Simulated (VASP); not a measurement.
# Ti (P6_3/mmc) in VASP: further runs

Runs on Ti. Level: PBE. Tasks: single point.

Everything below comes from runs of VASP 6.6.1. Logs are shortened: lines on timing, memory, paths and dates and some standing lists are left out, and cuts for length are marked.

## 1. The cell of the first run

The structure is hexagonal, space group P6_3/mmc (No. 194). Conventional cell: a = 2.827 Å, b = 2.827 Å, c = 4.485 Å, α = 90.00°, β = 90.00°, γ = 120.00°. Ti (site symmetry -6m2) has 12 Ti at 2.77 to 2.83 Å within 3.7 Å.

## 2. Single point, PBE

Input file INCAR:

```
SYSTEM = Ti
ALGO     = Normal         ! electronic algorithm
EDIFF    = 1E-6           ! SCF threshold, eV
ENCUT    = 520            ! plane-wave cutoff, eV
GGA      = PE             ! functional
ISIF     = 2              ! what is computed and relaxed
ISMEAR   = 1              ! smearing method
LASPH    = .TRUE.         ! aspherical terms in the spheres
LCHARG   = .FALSE.        ! write CHGCAR
LREAL    = .FALSE.        ! projectors in reciprocal space
LWAVE    = .FALSE.        ! write WAVECAR
NBANDS   = 19             ! bands
NELM     = 80             ! most SCF steps
PREC     = Accurate       ! precision mode
SIGMA    = 0.1            ! smearing width, eV
```

Input file KPOINTS:

```
k-points
0
G
  11 11 6
  0 0 0
```

Input file POSCAR:

```
Ti
1.0
    2.8269377157      0.0000000000      0.0000000000
   -1.4134688578      2.4481951416      0.0000000000
    0.0000000000      0.0000000000      4.4847689862
Ti
2
Direct
    0.3333333333      0.6666666667      0.2500000000
    0.6666666667      0.3333333333      0.7500000000
```

Potentials or basis: VASP PAW PBE potentials, release 64 (Ti_sv).

On the command line:

```sh
cat potpaw_PBE.64/Ti_sv/POTCAR > POTCAR
mpirun -np 1 vasp_std > vasp.out
```

OUTCAR:

```text
SYSTEM = Ti
   EDIFF = 1E-6
   ENCUT = 520
   GGA = PE
   ISIF = 2
   ISMEAR = 1
   LASPH = .TRUE.
   LREAL = .FALSE.
   NELM = 80
   PREC = Accurate

 ion  position               nearest neighbor table
   1  0.333  0.667  0.250-   2 2.77   2 2.77   2 2.77   2 2.77   2 2.77   2 2.77
   2  0.667  0.333  0.750-   1 2.77   1 2.77   1 2.77   1 2.77   1 2.77   1 2.77

  LATTYP: Found a hexagonal cell.
 ALAT       =     2.8269377157
 C/A-ratio  =     1.5864406779

  Lattice vectors:

 A1 = (   2.8269377157,   0.0000000000,   0.0000000000)
 A2 = (  -1.4134688578,   2.4481951416,   0.0000000000)
 A3 = (   0.0000000000,   0.0000000000,   4.4847689862)

Analysis of symmetry for initial positions (statically):
=====================================================================
 Subroutine PRICEL returns:
 Original cell was already a primitive cell.

 Routine SETGRP: Setting up the symmetry group for a
 hexagonal supercell.

 Subroutine GETGRP returns: Found 24 space group operations
 (whereof 12 operations were pure point group operations)
 out of a pool of 24 trial point group operations.

The static configuration has the point symmetry D_3d.
 The point group associated with its full space group is D_6h.

Analysis of symmetry for dynamics (positions and initial velocities):
=====================================================================
 Subroutine PRICEL returns:
 Original cell was already a primitive cell.

 Routine SETGRP: Setting up the symmetry group for a
 hexagonal supercell.

 Subroutine GETGRP returns: Found 24 space group operations
 (whereof 12 operations were pure point group operations)
 out of a pool of 24 trial point group operations.

The dynamic configuration has the point symmetry D_3d.
 The point group associated with its full space group is D_6h.

 Subroutine INISYM returns: Found 24 space group operations
 (whereof 12 operations are pure point group operations),
 and found     1 'primitive' translations

----------------------------------------------------------------------------------------

                                     Primitive cell

  volume of cell :      31.0386

  direct lattice vectors                    reciprocal lattice vectors
     2.826937716  0.000000000  0.000000000     0.353739665  0.204232086  0.000000000
    -1.413468858  2.448195142  0.000000000     0.000000000  0.408464171  0.000000000
     0.000000000  0.000000000  4.484768986     0.000000000  0.000000000  0.222976925

  length of vectors
     2.826937716  2.826933615  4.484768986     0.408463579  0.408464171  0.222976925

  position of ions in fractional coordinates (direct lattice)
     0.333333333  0.666666667  0.250000000
     0.666666667  0.333333333  0.750000000

  ion indices of the primitive-cell ions
   primitive index   ion index
                 1           1
                 2           2

----------------------------------------------------------------------------------------

 KPOINTS: k-points

Automatic generation of k-mesh.
 Grid dimensions read from file:
 generate k-points for:   11   11    6

 Generating k-lattice:

  Cartesian coordinates                     Fractional coordinates (reciprocal lattice)
     0.032158151  0.018566553  0.000000000     0.090909091  0.000000000  0.000000000
     0.000000000  0.037133106  0.000000000     0.000000000  0.090909091  0.000000000
     0.000000000  0.000000000  0.037162821     0.000000000  0.000000000  0.166666667

  Length of vectors
     0.037133053  0.037133106  0.037162821

  Shift w.r.t. Gamma in fractional coordinates (k-lattice)
     0.000000000  0.000000000  0.000000000

 Subroutine IBZKPT returns following result:
 ===========================================

 Found     64 irreducible k-points:

 Following reciprocal coordinates:
            Coordinates               Weight
  0.000000  0.000000  0.000000      1.000000
  0.090909  0.000000  0.000000      6.000000
  0.181818  0.000000  0.000000      6.000000
  0.272727  0.000000  0.000000      6.000000
  0.363636  0.000000  0.000000      6.000000
  0.454545  0.000000  0.000000      6.000000
[... 16 lines left out ...]
  0.090909  0.090909  0.166667     12.000000
  0.181818  0.090909  0.166667     24.000000
 [... further k-points ...]
   k-points           NKPTS =     64   k-points in BZ     NKDIM =     64   number of bands    NBANDS=     19
   number of dos      NEDOS =    301   number of ions     NIONS =      2
   total plane-waves  NPLWV =  20736
   dimension x,y,z NGX =    24 NGY =   24 NGZ =   36
   dimension x,y,z NGXF=    48 NGYF=   48 NGZF=   72
   ions per type =               2
   NGX,Y,Z   is equivalent  to a cutoff of  14.11, 14.11, 13.34 a.u.
   NGXF,Y,Z  is equivalent  to a cutoff of  28.23, 28.23, 26.69 a.u.
 SYSTEM =  Ti
   PREC   = accura    normal or accurate (medium, high low for compatibility)
   ISTART =      0    job   : 0-new  1-cont  2-samecut
   ICHARG =      2    charge: 1-file 2-atom 10-const
   ISPIN  =      1    spin polarized calculation?
   LNONCOLLINEAR =      F non collinear calculations
   LSORBIT =      F    spin-orbit coupling
   LASPH  =      T    aspherical Exc in radial PAW
   ENCUT  =  520.0 eV  38.22 Ry    6.18 a.u.   5.26  5.26  8.34*2*pi/ulx,y,z
   NELM   =     80;   NELMIN=  2; NELMDL= -5     # of ELM steps
   EDIFF  = 0.1E-05   stopping-criterion for ELM
   LREAL  =      F    real-space projection
   EDIFFG = 0.1E-04   stopping-criterion for IOM
   NSW    =      0    number of steps for IOM
   IBRION =     -1    ionic relax: 0-MD 1-quasi-New 2-CG
   NFREE  =      0    steps in history (QN), initial steepest desc. (CG)
   ISIF   =      2    stress and relaxation
   ISYM   =      2    0-nonsym 1-usesym 2-fastsym
   POTIM  = 0.5000    time-step for ionic-motion
   TEBEG  =    0.0;   TEEND  =   0.0 temperature during run
   PSTRESS=    0.0 pullay stress
   NELECT =      24.0000    total number of electrons
   NUPDOWN=      -1.0000    fix difference up-down
   EMIN   =  10.00;   EMAX   =-10.00  energy-range for DOS
   EFERMI =   0.00;   METHOD = LEGACY
   ISMEAR =     1;   SIGMA  =   0.10  broadening in eV -4-tet -1-fermi 0-gaus
   EFERMI_NEDOS =   21; number of points for ismear=-14 and -15
   IALGO  =     38    algorithm
   IMIX   =      4    mixing-type and parameters
     AMIX     =   0.40;   BMIX     =  1.00
[... 11 lines left out ...]
 non-spin polarized calculation
 Methfessel and Paxton  Order N= 1 SIGMA  =   0.10
  energy-cutoff  :      520.00
  volume of cell :       31.04
 maximum number of plane-waves:       846
 NGX is ok and might be reduce to    24
   NGX = 11   NGY = 11   NGZ = 17

 number of electron      24.0000002 magnetization

 Free energy of the ion-electron system (eV)
  ---------------------------------------------------
  ext. energy  EPLUGINS =         0.00000000
  ---------------------------------------------------
  free energy    TOTEN  =       -15.51142710 eV

  energy without entropy =      -15.51334728  energy(sigma->0) =      -15.51206716

 E-fermi :   9.6079     XC(G=0): -12.0380

 val. band max:        9.5950422264   @ k =   0.0909   0.0909   0.1667
 cond. band min:       9.6166544802   @ k =   0.3636   0.2727   0.3333
 fundamental gap:      0.0216122539
 Fermi energy:         9.6078732897

 k-point     1 :       0.0000    0.0000    0.0000
  band No.  band energies     occupation
      1     -47.0979      2.00000
      2     -46.8849      2.00000
      3     -23.8325      2.00000
      4     -22.9230      2.00000
      5     -22.9230      2.00000
      6     -22.8233      2.00000
[... 11 lines left out ...]
     18      11.4204     -0.00000
     19      13.1892      0.00000

 k-point     2 :       0.0909    0.0000    0.0000
  band No.  band energies     occupation
      1     -47.0853      2.00000
      2     -46.8798      2.00000
      3     -23.8066      2.00000
      4     -22.9770      2.00000
      5     -22.9408      2.00000
      6     -22.8399      2.00000
[... 11 lines left out ...]
     18      11.2712     -0.00000
     19      13.2702      0.00000

 k-point     3 :       0.1818    0.0000    0.0000
  band No.  band energies     occupation
      1     -47.0503      2.00000
      2     -46.8669      2.00000
      3     -23.7332      2.00000
      4     -23.1227      2.00000
      5     -22.9866      2.00000
      6     -22.9855      2.00000
[... 11 lines left out ...]
     18      11.6494      0.00000
     19      13.4298      0.00000

 k-point     4 :       0.2727    0.0000    0.0000
  band No.  band energies     occupation
      1     -47.0018      2.00000
      2     -46.8524      2.00000
      3     -23.6251      2.00000
      4     -23.3153      2.00000
      5     -23.1675      2.00000
      6     -23.0437      2.00000
[... 11 lines left out ...]
     18      12.3362      0.00000
     19      13.5664      0.00000

 k-point     5 :       0.3636    0.0000    0.0000
  band No.  band energies     occupation
      1     -46.9524      2.00000
      2     -46.8435      2.00000
      3     -23.5038      2.00000
      4     -23.4928      2.00000
      5     -23.3277      2.00000
      6     -23.0941      2.00000
[... 11 lines left out ...]
     18      13.0690      0.00000
     19      13.6503      0.00000

 k-point     6 :       0.4545    0.0000    0.0000
  band No.  band energies     occupation
      1     -46.9179      2.00000
      2     -46.8431      2.00000
      3     -23.5980      2.00000
      4     -23.4203      2.00000
      5     -23.4080      2.00000
      6     -23.1233      2.00000
[... 11 lines left out ...]
     18      13.6875      0.00000
     19      14.2075      0.00000

 k-point     7 :       0.0909    0.0909    0.0000
  band No.  band energies     occupation
      1     -47.0614      2.00000
      2     -46.8708      2.00000
      3     -23.7569      2.00000
      4     -23.0641      2.00000
      5     -23.0053      2.00000
      6     -22.9122      2.00000
[... 11 lines left out ...]
     18      11.5481     -0.00000
     19      13.3633      0.00000

 k-point     8 :       0.1818    0.0909    0.0000
  band No.  band energies     occupation
      1     -47.0196      2.00000
      2     -46.8571      2.00000
      3     -23.6659      2.00000
      4     -23.2194      2.00000
      5     -23.1386      2.00000
      6     -22.9963      2.00000
[... 256 lines left out ...]
 k-point    20 :       0.2727    0.0000    0.1667
  band No.  band energies     occupation
      1     -46.9919      2.00000
      2     -46.8625      2.00000
      3     -23.6163      2.00000
      4     -23.2836      2.00000
      5     -23.2091      2.00000
      6     -23.0301      2.00000
[... 11 lines left out ...]
     18      12.2447      0.00000
     19      13.4797      0.00000

 k-point    21 :       0.3636    0.0000    0.1667
  band No.  band energies     occupation
      1     -46.9451      2.00000
      2     -46.8508      2.00000
      3     -23.6020      2.00000
      4     -23.4120      2.00000
      5     -23.3228      2.00000
      6     -23.0791      2.00000
[... 11 lines left out ...]
     18      12.9318      0.00000
     19      13.5636      0.00000

 k-point    22 :       0.4545    0.0000    0.1667
  band No.  band energies     occupation
      1     -46.9129      2.00000
      2     -46.8481      2.00000
      3     -23.6570      2.00000
      4     -23.4854      2.00000
      5     -23.3097      2.00000
      6     -23.1075      2.00000
[... 11 lines left out ...]
     18      13.6686      0.00000
     19      13.9749      0.00000

 k-point    23 :       0.0909    0.0909    0.1667
  band No.  band energies     occupation
      1     -47.0489      2.00000
      2     -46.8838      2.00000
      3     -23.7063      2.00000
      4     -23.0479      2.00000
      5     -23.0261      2.00000
      6     -22.9540      2.00000
[... 11 lines left out ...]
     18      11.7188      0.00000
     19      13.3324      0.00000

 k-point    24 :       0.1818    0.0909    0.1667
  band No.  band energies     occupation
      1     -47.0089      2.00000
      2     -46.8682      2.00000
      3     -23.6389      2.00000
      4     -23.2037      2.00000
      5     -23.1594      2.00000
      6     -23.0136      2.00000
[... 11 lines left out ...]
     18      12.2028      0.00000
     19      13.4156      0.00000

 [... further k-points ...]
[... 5 lines left out ...]
  --------------------------------------------------------------------------------------
  -------------------------------------------------------------------------------------
  Total        2.8919374      2.8919262      2.8802353      0.0000000      0.0000000      0.0000000
  in kB      149.2784522    149.2778748    148.6744005      0.0000000      0.0000000      0.0000000
  external PRESSURE =     149.0769092 kB  Pullay stress =       0.0000000 kB

 VOLUME and BASIS-vectors are now :
 -----------------------------------------------------------------------------
  energy-cutoff  :      520.00
  volume of cell :       31.04
      direct lattice vectors                 reciprocal lattice vectors
     2.826937716  0.000000000  0.000000000     0.353739665  0.204232086  0.000000000
    -1.413468858  2.448195142  0.000000000     0.000000000  0.408464171  0.000000000
     0.000000000  0.000000000  4.484768986     0.000000000  0.000000000  0.222976925

 POSITION                                       TOTAL-FORCE (eV/Angst)
 -----------------------------------------------------------------------------------
     -0.00000      1.63213      1.12119         0.000000      0.000000      0.000000
      1.41347      0.81607      3.36358        -0.000000     -0.000000      0.000000
 -----------------------------------------------------------------------------------
    total drift:                               -0.000000      0.000000     -0.000000

  FREE ENERGIE OF THE ION-ELECTRON SYSTEM (eV)
  ---------------------------------------------------
  free  energy   TOTEN  =       -15.5114271010 eV

  energy  without entropy=      -15.5133472790  energy(sigma->0) =      -15.51206716
```

It took 29 s on 1 thread of Intel Xeon Platinum 8488C (Sapphire Rapids), shared host; peak memory 0.17 GiB.

Results:

```
Free energy            : -15.5114 eV
Pressure               : 14.9 GPa
Band gap on the k mesh : zero (band 12 reaches 10.42 eV, above the bottom of band 13 at 9.41 eV)
```

## 3. Single point, PBE

This run uses another cell than the first one, of 16.22 Å³/atom, 1.045 times its volume.

Input file INCAR:

```
PREC     = Accurate       # precision mode
ENCUT    = 520            # plane-wave cutoff, eV
EDIFF    = 1E-7           # SCF threshold, eV
ISMEAR   = 1              # smearing method
SIGMA    = 0.1            # smearing width, eV
LREAL    = F              # projectors in reciprocal space
LASPH    = T              # aspherical terms in the spheres
NELM     = 100            # most SCF steps
ALGO     = Normal         # electronic algorithm
ISIF     = 2              # what is computed and relaxed
LWAVE    = F              # write WAVECAR
LCHARG   = T              # write CHGCAR
GGA      = PE             # functional
LELF     = T              # ELF
LVHAR    = T            
NBANDS   = 19             # bands
```

Input file KPOINTS:

```
regular mesh
0
Gamma
  11 11 6
```

Input file POSCAR:

```
Ti
1.0
    2.8691370373      0.0000000000      0.0000000000
   -1.4345685187      2.4847407556      0.0000000000
    0.0000000000      0.0000000000      4.5517157067
Ti
2
Direct
    0.3333333333      0.6666666667      0.2500000000
    0.6666666667      0.3333333333      0.7500000000
```

Potentials or basis: VASP PAW PBE potentials, release 64 (Ti_sv).

On the command line:

```sh
cat potpaw_PBE.64/Ti_sv/POTCAR > POTCAR
mpirun -np 1 vasp_std > vasp.out
```

Run time: 30 s. Hardware: 1 thread of Intel Xeon Platinum 8488C (Sapphire Rapids), shared host; peak memory 0.17 GiB.

Results (log left out):

```yaml
Free_energy: -15.6130 eV
Pressure: 8.3 GPa
Band_gap_on_the_k_mesh: zero (band 12 reaches 9.89 eV, above the bottom of band 13 at 8.88 eV)
```

Stress tensor (GPa, compression positive):
```
8.32 0.00 0.00
0.00 8.32 0.00
0.00 0.00 8.11
```

Levels at points of the mesh, in eV from the Fermi level:
```csv
k point,band 8,band 9,band 10,band 11,band 12,band 13,band 14,band 15,band 16,band 17
"(0.00, 0.00, 0.00)",-32.53,-6.39,-2.89,0.79,0.79,0.90,0.93,1.34,1.34,1.73
"(0.00, 0.00, 0.50)",-32.59,-4.44,-4.44,0.05,0.05,0.69,0.69,0.69,0.69,3.02
```

## 4. Single point, PBE

This run uses another cell than the first one, of 16.93 Å³/atom, 1.091 times its volume.

Input file INCAR:

```
SYSTEM = Ti
ALGO = Normal
EDIFF = 1E-6
ENCUT = 520
GGA = PE
ISIF = 2
ISMEAR = 1
LASPH = .True.
LCHARG = .False.
LREAL = .False.
LWAVE = .False.
NBANDS = 19
NELM = 100
PREC = Accurate
SIGMA = 0.1
```

Input file KPOINTS:

```
k-points
0
Gamma
  11 11 6
  0 0 0
```

Input file POSCAR:

```
Ti
1.0
    2.9101302477      0.0000000000      0.0000000000
   -1.4550651239      2.5202418485      0.0000000000
    0.0000000000      0.0000000000      4.6167490031
Ti
2
Direct
    0.3333333333      0.6666666667      0.2500000000
    0.6666666667      0.3333333333      0.7500000000
```

On the command line:

```sh
cat potpaw_PBE.64/Ti_sv/POTCAR > POTCAR
mpirun -np 1 vasp_std > vasp.out
```

It took 28 s on 1 thread of Intel Xeon Platinum 8488C (Sapphire Rapids), shared host; peak memory 0.17 GiB.

The run converged. Its results:

```yaml
Free_energy: -15.6614 eV
Pressure: 2.8 GPa
Band_gap_on_the_k_mesh: zero (band 12 reaches 9.40 eV, above the bottom of band 13 at 8.39 eV)
```

Stress tensor (GPa, compression positive):
```
2.84 0.00 0.00
0.00 2.84 0.00
0.00 0.00 2.73
```

Levels at points of the mesh, in eV from the Fermi level:
| k point | band 8 | band 9 | band 10 | band 11 | band 12 | band 13 | band 14 | band 15 | band 16 | band 17 |
| --- | --- | --- | --- | --- | --- | --- | --- | --- | --- | --- |
| (0.00, 0.00, 0.00) | -32.65 | -6.29 | -2.77 | 0.77 | 0.77 | 0.81 | 0.88 | 1.29 | 1.29 | 1.66 |
| (0.00, 0.00, 0.50) | -32.70 | -4.40 | -4.40 | 0.06 | 0.06 | 0.68 | 0.68 | 0.68 | 0.68 | 2.87 |

## 5. Single point, PBE

This run uses another cell than the first one, of 17.64 Å³/atom, 1.136 times its volume.

Input file INCAR:

```
SYSTEM = Ti
  PREC = Accurate
  ENCUT = 520
  EDIFF = 1E-6
  ISMEAR = 1
  SIGMA = 0.1
  LREAL = .FALSE.
  LASPH = .TRUE.
  NELM = 60
  ALGO = Normal
  ISIF = 2
  LWAVE = .FALSE.
  LCHARG = .FALSE.
  GGA = PE
  NBANDS = 19
```

Input file KPOINTS:

```
Automatic mesh
0
G
  11 11 6
  0 0 0
```

Input file POSCAR:

```
Ti
1.0
    2.9500000000      0.0000000000      0.0000000000
   -1.4750000000      2.5547700000      0.0000000000
    0.0000000000      0.0000000000      4.6800000000
Ti
2
Direct
    0.3333333333      0.6666666667      0.2500000000
    0.6666666667      0.3333333333      0.7500000000
```

On the command line:

```sh
cat potpaw_PBE.64/Ti_sv/POTCAR > POTCAR
mpirun -np 1 vasp_std > vasp.out
```

Wall time 26 s (1 thread of Intel Xeon Platinum 8488C (Sapphire Rapids), shared host); peak memory 0.17 GiB.

The run converged. Its results:

| Property | Result |
| --- | --- |
| Free energy | -15.6659 eV |
| Pressure | -1.7 GPa |
| Band gap on the k mesh | zero (band 12 reaches 8.94 eV, above the bottom of band 13 at 7.93 eV) |

Levels at points of the mesh, in eV from the Fermi level:
```
           k point  band 10  band 11  band 12  band 13  band 14  band 15
(0.00, 0.00, 0.00)    -2.67     0.70     0.75     0.75     0.85     1.24
(0.00, 0.00, 0.50)    -4.35     0.06     0.06     0.66     0.66     0.66
```

## 6. The runs side by side

| cell | gap on the mesh (eV) | pressure (GPa) |
| --- | --- | --- |
| a = 2.827, b = 2.827, c = 4.485 Å, angles 90.0, 90.0, 120.0°, 2 atoms | none | 14.9 |
| a = 2.869, b = 2.869, c = 4.552 Å, angles 90.0, 90.0, 120.0°, 2 atoms | none | 8.3 |
| a = 2.910, b = 2.910, c = 4.617 Å, angles 90.0, 90.0, 120.0°, 2 atoms | none | 2.8 |
| a = 2.950, b = 2.950, c = 4.680 Å, angles 90.0, 90.0, 120.0°, 2 atoms | none | -1.7 |

Alike in all rows: task single point; level PBE; potentials or basis VASP PAW PBE potentials, release 64 (Ti_sv); no spin polarisation; k mesh 11 × 11 × 6; cutoff (eV) 520; smearing methfessel-paxton 0.1 eV.

Absolute energies hang on the potentials; compare differences alone.
